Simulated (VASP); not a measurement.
Runs of VASP 6.6.1 on GaN. The structure is that of space group P6_3/mmc (No. 194), or close to it. The cells are those of the table. 

```tsv
task	level	potentials or basis	cell	k mesh	cutoff (eV)	smearing	gap on the mesh (eV)	pressure (GPa)
single point	LDA	VASP PAW LDA potentials, release 64 (Ga_d, N)	a = 3.300, b = 3.300, c = 4.756 Å, angles 90.0, 90.0, 120.0°, 4 atoms	12 × 12 × 6	520	gaussian 0.01 eV	1.46	-4.3
single point	LDA	VASP PAW LDA potentials, release 64 (Ga_d, N)	a = 3.276, b = 3.276, c = 4.680 Å, angles 90.0, 90.0, 120.0°, 4 atoms	12 × 12 × 6	520	fermi-dirac 0.02 eV	(b)	1.2
single point	PBE	VASP PAW PBE potentials, release 64 (Ga_d, N)	a = 3.325, b = 3.325, c = 4.881 Å, angles 90.0, 90.0, 120.0°, 4 atoms	12 × 12 × 6	520	fermi-dirac 0.02 eV	(a)	0.1
relaxation of cell and atoms	PBE	VASP PAW PBE potentials, release 64 (Ga_d, N)	relaxed from a = 3.148, b = 3.148, c = 3.935 Å, angles 90.0, 90.0, 120.0°, 4 atoms	12 × 12 × 6	600	fermi-dirac 0.02 eV	1.20	0.0
single point	PBE	VASP PAW PBE potentials, release 64 (Ga_d, N)	a = 3.300, b = 3.300, c = 4.756 Å, angles 90.0, 90.0, 120.0°, 4 atoms	12 × 12 × 6	520	fermi-dirac 0.02 eV	1.46	6.4
single point	r2SCAN	VASP PAW PBE potentials, release 64 (Ga_d, N)	a = 3.300, b = 3.300, c = 4.756 Å, angles 90.0, 90.0, 120.0°, 4 atoms	12 × 12 × 6	520	fermi-dirac 0.02 eV	1.88	0.9
single point	PBEsol	VASP PAW PBE potentials, release 64 (Ga_d, N)	a = 3.307, b = 3.307, c = 4.723 Å, angles 90.0, 90.0, 120.0°, 4 atoms	12 × 12 × 6	520	fermi-dirac 0.02 eV	1.42	0.0
single point	r2SCAN	VASP PAW PBE potentials, release 64 (Ga_d, N)	a = 3.300, b = 3.300, c = 4.756 Å, angles 90.0, 90.0, 120.0°, 4 atoms	12 × 12 × 6	520	gaussian 0.01 eV	1.88	0.9
single point	PBE	VASP PAW PBE potentials, release 64 (Ga_d, N)	a = 3.300, b = 3.300, c = 4.756 Å, angles 90.0, 90.0, 120.0°, 4 atoms	6 × 6 × 4	520	gaussian 0.01 eV	1.46	6.4
```

Alike in all rows: no spin polarisation.

**Question.** Estimate the missing entries.

**Answer.** (a) 1.16; (b) 1.72.

Caveats: the PAW data sets were made with another functional, which shifts forces and pressure a little (at least some runs); the cell stands under pressure (at least some runs); the cell stands under tension (at least some runs).

A k mesh can miss the band edges, and the runs leave out spin-orbit coupling on Ga.
